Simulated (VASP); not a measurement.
# Be4InCu (P1) in VASP: single point with PBE

Aim: the single point of Be4InCu with PBE.

Everything below comes from runs of VASP 6.6.1. Logs are shortened: lines on timing, memory, paths and dates and some standing lists are left out, and cuts for length are marked.

### 1 The cell of the first run

The typed cell holds 6 atoms: a = 4.514 Å, b = 4.514 Å, c = 4.514 Å, α = 60.00°, β = 60.00°, γ = 60.00°.

### 2 Single point, PBE

The input, INCAR:

```
SYSTEM = Be4InCu
PREC = Accurate
ENCUT = 520
EDIFF = 1E-6
ISMEAR = -1
SIGMA = 0.1
LREAL = .FALSE.
LASPH = .TRUE.
NELM = 120
ALGO = Normal
ISIF = 2
LWAVE = .FALSE.
LCHARG = .FALSE.
GGA = PE
NBANDS = 25
GGA_COMPAT = .FALSE.
```

The input, KPOINTS:

```
Automatic mesh
0
G
  2 2 2
  0 0 0
```

The input, POSCAR:

```
Be4InCu
1.0
    0.0000000000      3.1920400000      3.1920400000
    3.1920400000      0.0000000000      3.1920400000
    3.1920400000      3.1920400000      0.0000000000
Be In Cu
4 1 1
Direct
    0.3732389005      0.3341031127      0.4032140888
    0.8615007957      0.4087116703      0.3088990113
    0.3724666671      0.3925484956      0.8769030150
    0.3910804689      0.8423880966      0.4198655092
    0.0054692297      0.0016606935     -0.0015989775
    0.7424930452      0.7484055651      0.7473394757
```

Potentials or basis: VASP PAW PBE potentials, release 64 (Be, In_d, Cu).

Command:

```sh
$ cat potpaw_PBE.64/Be/POTCAR potpaw_PBE.64/In_d/POTCAR potpaw_PBE.64/Cu/POTCAR > POTCAR
$ mpirun -np 1 vasp_std > vasp.out
```

OUTCAR:

```text
SYSTEM = Be4InCu
   PREC = Accurate
   ENCUT = 520
   EDIFF = 1E-6
   ISMEAR = -1
   LREAL = .FALSE.
   LASPH = .TRUE.
   NELM = 120
   ISIF = 2
   GGA = PE

 ion  position               nearest neighbor table
   1  0.373  0.334  0.403-   4 2.14   2 2.19   3 2.26   3 2.28   4 2.37   2 2.39   5 2.50   6 2.50
                             5 2.64   5 2.78
   2  0.862  0.409  0.309-   4 2.09   3 2.15   1 2.19   1 2.39   6 2.39   5 2.50   5 2.57   5 2.93

   3  0.372  0.393  0.877-   4 2.05   2 2.15   1 2.26   1 2.28   6 2.55   5 2.58   5 2.67   5 2.68

   4  0.391  0.842  0.420-   3 2.05   2 2.09   1 2.14   1 2.37   6 2.43   5 2.54   5 2.68   5 2.80

   5  0.005  0.002  0.998-   1 2.50   2 2.50   4 2.54   2 2.57   3 2.58   1 2.64   3 2.67   4 2.68
                             3 2.68   6 2.72   6 2.75   6 2.76   1 2.78   4 2.80   6 2.83   2 2.93
   6  0.742  0.748  0.747-   2 2.39   4 2.43   1 2.50   3 2.55   5 2.72   5 2.75   5 2.76   5 2.83

  LATTYP: Found a face centered cubic cell.
 ALAT       =     6.3840800000

  Lattice vectors:

 A1 = (   0.0000000000,   3.1920400000,   3.1920400000)
 A2 = (   3.1920400000,   0.0000000000,   3.1920400000)
 A3 = (   3.1920400000,   3.1920400000,   0.0000000000)

Analysis of symmetry for initial positions (statically):
=====================================================================
 Subroutine PRICEL returns:
 Original cell was already a primitive cell.

 Routine SETGRP: Setting up the symmetry group for a
 face centered cubic supercell.

 Subroutine GETGRP returns: Found  1 space group operations
 (whereof  1 operations were pure point group operations)
 out of a pool of 48 trial point group operations.

The static configuration has the point symmetry C_1 .

Analysis of symmetry for dynamics (positions and initial velocities):
=====================================================================
 Subroutine PRICEL returns:
 Original cell was already a primitive cell.

 Routine SETGRP: Setting up the symmetry group for a
 face centered cubic supercell.

 Subroutine GETGRP returns: Found  1 space group operations
 (whereof  1 operations were pure point group operations)
 out of a pool of 48 trial point group operations.

The dynamic configuration has the point symmetry C_1 .

 Subroutine INISYM returns: Found  1 space group operations
 (whereof  1 operations are pure point group operations),
 and found     1 'primitive' translations

----------------------------------------------------------------------------------------

                                     Primitive cell

  volume of cell :      65.0482

  direct lattice vectors                    reciprocal lattice vectors
     0.000000000  3.192040000  3.192040000    -0.156639641  0.156639641  0.156639641
     3.192040000  0.000000000  3.192040000     0.156639641 -0.156639641  0.156639641
     3.192040000  3.192040000  0.000000000     0.156639641  0.156639641 -0.156639641

  length of vectors
     4.514226260  4.514226260  4.514226260     0.271307817  0.271307817  0.271307817

  position of ions in fractional coordinates (direct lattice)
     0.373238900  0.334103113  0.403214089
     0.861500796  0.408711670  0.308899011
     0.372466667  0.392548496  0.876903015
     0.391080469  0.842388097  0.419865509
     0.005469230  0.001660693  0.998401022
     0.742493045  0.748405565  0.747339476

  ion indices of the primitive-cell ions
   primitive index   ion index
                 1           1
                 2           2
                 3           3
                 4           4
                 5           5
                 6           6

----------------------------------------------------------------------------------------

 KPOINTS: Automatic mesh

Automatic generation of k-mesh.
 Grid dimensions read from file:
 generate k-points for:    2    2    2

 Generating k-lattice:

  Cartesian coordinates                     Fractional coordinates (reciprocal lattice)
    -0.078319821  0.078319821  0.078319821     0.500000000  0.000000000  0.000000000
     0.078319821 -0.078319821  0.078319821     0.000000000  0.500000000  0.000000000
     0.078319821  0.078319821 -0.078319821     0.000000000  0.000000000  0.500000000

  Length of vectors
     0.135653908  0.135653908  0.135653908

  Shift w.r.t. Gamma in fractional coordinates (k-lattice)
     0.000000000  0.000000000  0.000000000

 Subroutine IBZKPT returns following result:
 ===========================================

 Found      8 irreducible k-points:

 Following reciprocal coordinates:
            Coordinates               Weight
  0.000000  0.000000  0.000000      1.000000
  0.500000  0.000000  0.000000      1.000000
  0.000000  0.500000  0.000000      1.000000
  0.000000  0.000000  0.500000      1.000000
  0.500000  0.500000  0.500000      1.000000
  0.500000  0.500000  0.000000      1.000000
  0.000000  0.500000  0.500000      1.000000
  0.500000  0.000000  0.500000      1.000000
   k-points           NKPTS =      8   k-points in BZ     NKDIM =      8   number of bands    NBANDS=     25
   number of dos      NEDOS =    301   number of ions     NIONS =      6
   total plane-waves  NPLWV =  46656
   dimension x,y,z NGX =    36 NGY =   36 NGZ =   36
   dimension x,y,z NGXF=    72 NGYF=   72 NGZF=   72
   ions per type =               4   1   1
   NGX,Y,Z   is equivalent  to a cutoff of  13.26, 13.26, 13.26 a.u.
   NGXF,Y,Z  is equivalent  to a cutoff of  26.52, 26.52, 26.52 a.u.
 SYSTEM =  Be4InCu
   PREC   = accura    normal or accurate (medium, high low for compatibility)
   ISTART =      0    job   : 0-new  1-cont  2-samecut
   ICHARG =      2    charge: 1-file 2-atom 10-const
   ISPIN  =      1    spin polarized calculation?
   LNONCOLLINEAR =      F non collinear calculations
   LSORBIT =      F    spin-orbit coupling
   LASPH  =      T    aspherical Exc in radial PAW
   ENCUT  =  520.0 eV  38.22 Ry    6.18 a.u.   8.39  8.39  8.39*2*pi/ulx,y,z
   NELM   =    120;   NELMIN=  2; NELMDL= -5     # of ELM steps
   EDIFF  = 0.1E-05   stopping-criterion for ELM
   LREAL  =      F    real-space projection
   EDIFFG = 0.1E-04   stopping-criterion for IOM
   NSW    =      0    number of steps for IOM
   IBRION =     -1    ionic relax: 0-MD 1-quasi-New 2-CG
   NFREE  =      0    steps in history (QN), initial steepest desc. (CG)
   ISIF   =      2    stress and relaxation
   ISYM   =      2    0-nonsym 1-usesym 2-fastsym
   POTIM  = 0.5000    time-step for ionic-motion
   TEBEG  =    0.0;   TEEND  =   0.0 temperature during run
   PSTRESS=    0.0 pullay stress
   NELECT =      32.0000    total number of electrons
   NUPDOWN=      -1.0000    fix difference up-down
   EMIN   =  10.00;   EMAX   =-10.00  energy-range for DOS
   EFERMI =   0.00;   METHOD = LEGACY
   ISMEAR =    -1;   SIGMA  =   0.10  broadening in eV -4-tet -1-fermi 0-gaus
   EFERMI_NEDOS =   21; number of points for ismear=-14 and -15
   IALGO  =     38    algorithm
   IMIX   =      4    mixing-type and parameters
     AMIX     =   0.40;   BMIX     =  1.00
     AMIX_MAG =   1.60;   BMIX_MAG =  1.00
  volume/ion in A,a.u.               =      10.84        73.16
  Fermi-wavevector in a.u.,A,eV,Ry     =   1.292349  2.442186 22.723989  1.670166
  Thomas-Fermi vector in A             =   2.424062
   LORBIT       =      0    0 simple, 1 ext, 2 COOP (PROOUT), +10 PAW based schemes
   GGA     = PE    functional components
   LHFCALC =     F    Hartree Fock is set to
   AEXX    =    0.0000 exact exchange contribution
   IVDW    =     0    specifies the selected vdW correction
   LEPSILON=     F    determine dielectric tensor
   LRPA    =     F    only Hartree local field effects (RPA)
 non-spin polarized calculation
  energy-cutoff  :      520.00
  volume of cell :       65.05
 maximum number of plane-waves:      1807
 NGX is ok and might be reduce to    36
   NGX = 17   NGY = 17   NGZ = 17

 number of electron      32.0000000 magnetization

 Free energy of the ion-electron system (eV)
  ---------------------------------------------------
  ext. energy  EPLUGINS =         0.00000000
  ---------------------------------------------------
  free energy    TOTEN  =       -19.69964287 eV

  energy without entropy =      -19.57999380  energy(sigma->0) =      -19.63981833

 E-fermi :   8.2418     XC(G=0): -11.2420

 val. band max:        8.2074635560   @ k =   0.5000   0.5000   0.5000
 cond. band min:       8.2957303987   @ k =   0.0000   0.5000   0.0000
 fundamental gap:      0.0882668427
 Fermi energy:         8.2418081619

 k-point     1 :       0.0000    0.0000    0.0000
  band No.  band energies     occupation
      1      -6.8313      2.00000
      2      -6.8140      2.00000
      3      -6.8118      2.00000
      4      -6.7956      2.00000
      5      -6.7874      2.00000
      6      -2.8938      2.00000
[... 17 lines left out ...]
     24      12.3816      0.00000
     25      13.1619      0.00000

 k-point     2 :       0.5000    0.0000    0.0000
  band No.  band energies     occupation
      1      -6.8310      2.00000
      2      -6.8185      2.00000
      3      -6.7997      2.00000
      4      -6.7720      2.00000
      5      -6.7506      2.00000
      6      -0.7679      2.00000
[... 17 lines left out ...]
     24      15.5808      0.00000
     25      18.0680      0.00000

 k-point     3 :       0.0000    0.5000    0.0000
  band No.  band energies     occupation
      1      -6.8239      2.00000
      2      -6.8129      2.00000
      3      -6.8021      2.00000
      4      -6.7690      2.00000
      5      -6.7613      2.00000
      6      -0.7773      2.00000
[... 104 lines left out ...]
 k-point     7 :       0.0000    0.5000    0.5000
  band No.  band energies     occupation
      1      -6.8425      2.00000
      2      -6.8286      2.00000
      3      -6.7644      2.00000
      4      -6.7595      2.00000
      5      -6.7465      2.00000
      6       0.1911      2.00000
[... 17 lines left out ...]
     24      16.8396      0.00000
     25      16.9040      0.00000

 k-point     8 :       0.5000    0.0000    0.5000
  band No.  band energies     occupation
      1      -6.8647      2.00000
      2      -6.8304      2.00000
      3      -6.7813      2.00000
      4      -6.7515      2.00000
      5      -6.7418      2.00000
      6       0.0633      2.00000
[... 17 lines left out ...]
     24      16.7645      0.00000
     25      17.2626      0.00000

------------------------ aborting loop because EDIFF is reached ----------------------------------------

  FORCE on cell =-STRESS in cart. coord.  units (eV):
  Direction    XX          YY          ZZ          XY          YZ          ZX
  --------------------------------------------------------------------------------------
  -------------------------------------------------------------------------------------
  Total        2.2528254      0.4634267      2.0804478     -0.9233159     -0.4812079      0.0793029
  in kB       55.4885201     11.4144941     51.2427496    -22.7418564    -11.8524559      1.9532806
  external PRESSURE =      39.3819213 kB  Pullay stress =       0.0000000 kB

 VOLUME and BASIS-vectors are now :
 -----------------------------------------------------------------------------
  energy-cutoff  :      520.00
  volume of cell :       65.05
      direct lattice vectors                 reciprocal lattice vectors
     0.000000000  3.192040000  3.192040000    -0.156639641  0.156639641  0.156639641
     3.192040000  0.000000000  3.192040000     0.156639641 -0.156639641  0.156639641
     3.192040000  3.192040000  0.000000000     0.156639641  0.156639641 -0.156639641

 POSITION                                       TOTAL-FORCE (eV/Angst)
 -----------------------------------------------------------------------------------
      2.35355      2.47847      2.25786         0.378377     -0.390634      0.857517
      2.29064      3.73596      4.05457         0.416119      1.298269     -0.467474
      4.05214      3.98804      2.44196        -0.640774      0.353277     -0.521254
      4.02916      2.58857      3.93728        -0.200618     -1.427229      0.328689
      3.19224      3.20439      0.02276         0.036402      0.130050     -0.231586
      4.77448      4.75561      4.75901         0.010494      0.036267      0.034109
 -----------------------------------------------------------------------------------
    total drift:                                0.000407     -0.000393     -0.000254

  FREE ENERGIE OF THE ION-ELECTRON SYSTEM (eV)
  ---------------------------------------------------
  free  energy   TOTEN  =       -19.6996428660 eV

  energy  without entropy=      -19.5799938027  energy(sigma->0) =      -19.63981833
```

Run time: 25 s. Hardware: 1 thread of Intel Xeon Platinum 8124M at 3.00GHz (Skylake/Cascade Lake), shared host; peak memory 0.21 GiB.

What came out:

```
Free energy            : -19.6996 eV
Pressure               : 3.9 GPa
Largest force          : 1.478 eV/Å
Band gap on the k mesh : zero (band 16 reaches 8.77 eV, above the bottom of band 17 at 8.21 eV)
```

Forces on the atoms (eV/Å):
```
Be   0.378 -0.391  0.858
Be   0.416  1.298 -0.467
Be  -0.641  0.353 -0.521
Be  -0.201 -1.427  0.329
In   0.036  0.130 -0.232
Cu   0.010  0.036  0.034
```

Caveat: the k points lie up to 0.85 Å⁻¹ apart; spin-orbit coupling is left out, which moves the levels of the heavy elements; forces of over 1 eV/Å act on the atoms, so gaps and moduli don't describe the material at rest.
